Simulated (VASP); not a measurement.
# Ga2O3 (P1) in VASP: notebook, part 2 of 2

VASP 6.6.1. Earlier steps stand in the parts before.

## 3. Single point, r2SCAN (all Ga atoms moved +0.125 Å, as atom 1 along Cartesian [1 1 1])

File POSCAR:

```
Ga2O3
1.0
    2.4923023535      1.4389314347      4.4806666158
   -2.4923023535      1.4389314347      4.4806666158
    0.0000000000     -2.8778628693      4.4806666158
Ga O
4 6
Direct
    0.3836086584      0.3546519856      0.3440531078
    0.1728039618      0.1438472890      0.1332484112
    0.6728039618      0.6438472890      0.6332484112
    0.8836086584      0.8546519856      0.8440531078
    0.5536262452      0.9463737548      0.2500000000
    0.2500000000      0.5536262452      0.9463737548
    0.9463737548      0.2500000000      0.5536262452
    0.4463737548      0.0536262452      0.7500000000
    0.7500000000      0.4463737548      0.0536262452
    0.0536262452      0.7500000000      0.4463737548
```

File INCAR.step1:

```
ALGO = Normal
EDIFF = 1E-4
ENCUT = 520
GGA = PE
ISMEAR = 0
LASPH = T
LCHARG = F
LREAL = F
LWAVE = T
NBANDS = 55
NELM = 80
PREC = Accurate
SIGMA = 0.05
```

File INCAR.step2:

```
ALGO = Normal
EDIFF = 1E-6
ENCUT = 520
ISIF = 2
ISMEAR = 0
ISTART = 1
LASPH = T
LCHARG = T
LELF = T
LMIXTAU = T
LREAL = F
LVHAR = T
LWAVE = F
METAGGA = R2SCAN
NBANDS = 55
NELM = 80
PREC = Accurate
SIGMA = 0.05
```

File KPOINTS:

```
k-points
0
Gamma
  6 6 6
```

Potentials or basis: VASP PAW PBE potentials, release 64 (Ga_d, O).

The run is started by

```console
cat potpaw_PBE.64/Ga_d/POTCAR potpaw_PBE.64/O/POTCAR > POTCAR
cp INCAR.step1 INCAR
mpirun -np 1 vasp_std > vasp.out
cp INCAR.step2 INCAR
mpirun -np 1 vasp_std > vasp.out
```

OUTCAR:

```text
EDIFF = 1E-6
   ENCUT = 520
   ISIF = 2
   ISMEAR = 0
   ISTART = 1
   LASPH = T
   LREAL = F
   METAGGA = R2SCAN
   NELM = 80
   PREC = Accurate

 ion  position               nearest neighbor table
   1  0.384  0.355  0.344-   9 1.81   8 1.92  10 1.97   5 2.07   6 2.11   7 2.19   2 2.83
   2  0.173  0.144  0.133-   8 1.87   5 1.97  10 1.99   6 2.01   9 2.02   7 2.10   1 2.83
   3  0.673  0.644  0.633-   7 1.89   5 1.94  10 1.95   6 2.04   9 2.05   8 2.08   4 2.83
   4  0.884  0.855  0.844-   6 1.84   7 1.87   5 1.99  10 2.05   9 2.14   8 2.18   3 2.83
   5  0.554  0.946  0.250-   3 1.94   2 1.97   4 1.99   1 2.07
   6  0.250  0.554  0.946-   4 1.84   2 2.01   3 2.04   1 2.11
   7  0.946  0.250  0.554-   4 1.87   3 1.89   2 2.10   1 2.19
   8  0.446  0.054  0.750-   2 1.87   1 1.92   3 2.08   4 2.18
   9  0.750  0.446  0.054-   1 1.81   2 2.02   3 2.05   4 2.14
  10  0.054  0.750  0.446-   3 1.95   1 1.97   2 1.99   4 2.05

  LATTYP: Found a trigonal (rhomboedric) cell.
 ALAT       =     5.3252669433
 COS(alpha) =     0.5619247826

  Lattice vectors:

 A1 = (   2.4923023535,   1.4389314347,   4.4806666158)
 A2 = (  -2.4923023535,   1.4389314347,   4.4806666158)
 A3 = (   0.0000000000,  -2.8778628693,   4.4806666158)

Analysis of symmetry for initial positions (statically):
=====================================================================
 Subroutine PRICEL returns:
 Original cell was already a primitive cell.

 Routine SETGRP: Setting up the symmetry group for a
 trigonal (rhombohedral) supercell.

 Subroutine GETGRP returns: Found  1 space group operations
 (whereof  1 operations were pure point group operations)
 out of a pool of 12 trial point group operations.

The static configuration has the point symmetry C_1 .

Analysis of symmetry for dynamics (positions and initial velocities):
=====================================================================
 Subroutine PRICEL returns:
[... 151 lines left out ...]
   LHFCALC =     F    Hartree Fock is set to
   AEXX    =    0.0000 exact exchange contribution
   IVDW    =     0    specifies the selected vdW correction
   LEPSILON=     F    determine dielectric tensor
   LRPA    =     F    only Hartree local field effects (RPA)
 non-spin polarized calculation
 Gauss-broadening in eV      SIGMA  =   0.05
  energy-cutoff  :      520.00
  volume of cell :       96.41
 maximum number of plane-waves:      2610
   NGX = 19   NGY = 19   NGZ = 19

 number of electron      87.9999986 magnetization

 Free energy of the ion-electron system (eV)
  ---------------------------------------------------
  ext. energy  EPLUGINS =         0.00000000
  ---------------------------------------------------
  free energy    TOTEN  =      -102.00858552 eV

  energy without entropy =     -102.00858552  energy(sigma->0) =     -102.00858552

 E-fermi :   4.3867     XC(G=0): -13.1532

 val. band max:        4.1521944990   @ k =  -0.0000  -0.1667   0.1667
 cond. band min:       7.6620662332   @ k =   0.0000   0.0000   0.0000
 fundamental gap:      3.5098717343
 Fermi energy:         4.3866551043

 k-point     1 :       0.0000    0.0000    0.0000
  band No.  band energies     occupation
      1     -15.8266      2.00000
      2     -13.9234      2.00000
      3     -13.9003      2.00000
      4     -13.8524      2.00000
      5     -13.8199      2.00000
      6     -13.7353      2.00000
[... 1381 lines left out ...]
     54      17.2496      0.00000
     55      17.4107      0.00000

 [... further k-points ...]

------------------------ aborting loop because EDIFF is reached ----------------------------------------

  FORCE on cell =-STRESS in cart. coord.  units (eV):
  Direction    XX          YY          ZZ          XY          YZ          ZX
  --------------------------------------------------------------------------------------
  -------------------------------------------------------------------------------------
  Total        2.4349011      2.7829726      2.0579588      0.2714118      0.7960274      0.6466597
  in kB       40.4629174     46.2471316     34.1989329      4.5102913     13.2282963     10.7461190
  external PRESSURE =      40.3029939 kB  Pullay stress =       0.0000000 kB

 VOLUME and BASIS-vectors are now :
 -----------------------------------------------------------------------------
  energy-cutoff  :      520.00
  volume of cell :       96.41
      direct lattice vectors                 reciprocal lattice vectors
     2.492302353  1.438931435  4.480666616     0.200617714  0.115826691  0.074393692
    -2.492302353  1.438931435  4.480666616    -0.200617714  0.115826691  0.074393692
     0.000000000 -2.877862869  4.480666616     0.000000000 -0.231653382  0.074393692

 POSITION                                       TOTAL-FORCE (eV/Angst)
 -----------------------------------------------------------------------------------
      0.07217      0.07217      4.84949        -0.837568     -1.268327     -0.623105
      0.07217      0.07217      2.01585        -0.893001     -0.779063     -0.437877
      0.07217      0.07217      8.73685        -0.718235     -0.783984     -0.477316
      0.07217      0.07217     11.57049        -1.007115     -0.668026     -0.576281
     -0.97885      1.43893      7.84117         0.511281      0.326853      0.217395
     -0.75673     -1.56717      7.84117         1.017666      0.406888      0.718852
      1.73557      0.12824      7.84117         0.200080      0.512709      0.113644
      0.97885     -1.43893      5.60083         0.410628      0.485818     -0.136570
      0.75673      1.56717      5.60083         0.921380      1.157071      0.810820
     -1.73557     -0.12824      5.60083         0.394883      0.610061      0.390439
 -----------------------------------------------------------------------------------
    total drift:                               -0.001461      0.001358     -0.054515

  FREE ENERGIE OF THE ION-ELECTRON SYSTEM (eV)
  ---------------------------------------------------
  free  energy   TOTEN  =      -102.0085855203 eV

  energy  without entropy=     -102.0085855203  energy(sigma->0) =     -102.00858552
```

OUTCAR.step1:

```text
EDIFF = 1E-4
   ENCUT = 520
   GGA = PE
   ISMEAR = 0
[... 1645 lines left out ...]
      1.73557      0.12824      7.84117         0.185224      0.501963      0.106881
      0.97885     -1.43893      5.60083         0.392238      0.445989     -0.137105
      0.75673      1.56717      5.60083         0.888992      1.093910      0.796412
     -1.73557     -0.12824      5.60083         0.385514      0.624934      0.369070
 -----------------------------------------------------------------------------------
    total drift:                                0.000546      0.000642     -0.000650

  FREE ENERGIE OF THE ION-ELECTRON SYSTEM (eV)
  ---------------------------------------------------
  free  energy   TOTEN  =       -58.9337978535 eV

  energy  without entropy=      -58.9337978535  energy(sigma->0) =      -58.93379785
```

Run time: 70 min. Hardware: 1 thread of Oxide Virtual Turin-like, shared host; peak memory 0.52 GiB.

What came out:

```
Free energy            : -102.0086 eV
Pressure               : 4.0 GPa
Largest force          : 1.687 eV/Å
Band gap on the k mesh : 3.51 eV (least direct gap 3.71 eV)
```

Forces in eV/Å, atoms in the order of the input:
```
Ga  -0.838 -1.268 -0.623
Ga  -0.893 -0.779 -0.438
Ga  -0.718 -0.784 -0.477
Ga  -1.007 -0.668 -0.576
O    0.511  0.327  0.217
O    1.018  0.407  0.719
O    0.200  0.513  0.114
O    0.411  0.486 -0.137
O    0.921  1.157  0.811
O    0.395  0.610  0.390
```

Levels at points of the mesh, in eV from the valence-band top:
| k point | band 41 | band 42 | band 43 | band 44 | band 45 | band 46 | band 47 | band 48 |
| --- | --- | --- | --- | --- | --- | --- | --- | --- |
| (0.00, 0.00, 0.00) | -0.37 | -0.28 | -0.24 | -0.20 | 3.51 | 7.44 | 7.62 | 9.70 |
| (0.50, 0.00, 0.00) | -1.04 | -1.00 | -0.20 | -0.17 | 7.15 | 7.16 | 7.47 | 7.49 |
| (0.00, 0.50, 0.00) | -1.08 | -0.97 | -0.24 | -0.12 | 7.14 | 7.19 | 7.48 | 7.50 |
| (0.00, 0.00, 0.50) | -1.08 | -1.00 | -0.22 | -0.13 | 7.15 | 7.18 | 7.49 | 7.49 |
| (0.50, 0.50, 0.00) | -0.88 | -0.72 | -0.29 | -0.18 | 7.28 | 7.50 | 8.34 | 8.51 |
| (0.50, 0.00, 0.50) | -0.89 | -0.72 | -0.28 | -0.17 | 7.28 | 7.51 | 8.35 | 8.50 |
| (0.00, 0.50, 0.50) | -0.89 | -0.73 | -0.31 | -0.12 | 7.31 | 7.52 | 8.31 | 8.53 |
| (0.50, 0.50, 0.50) | -0.38 | -0.38 | -0.26 | -0.26 | 6.59 | 6.59 | 8.65 | 8.65 |

Caveat: the cell differs from its parent crystal (all Ga atoms moved +0.125 Å, as atom 1 along Cartesian [1 1 1]); the cell stands under pressure; the PAW data sets were made with another functional, which shifts forces and pressure a little.
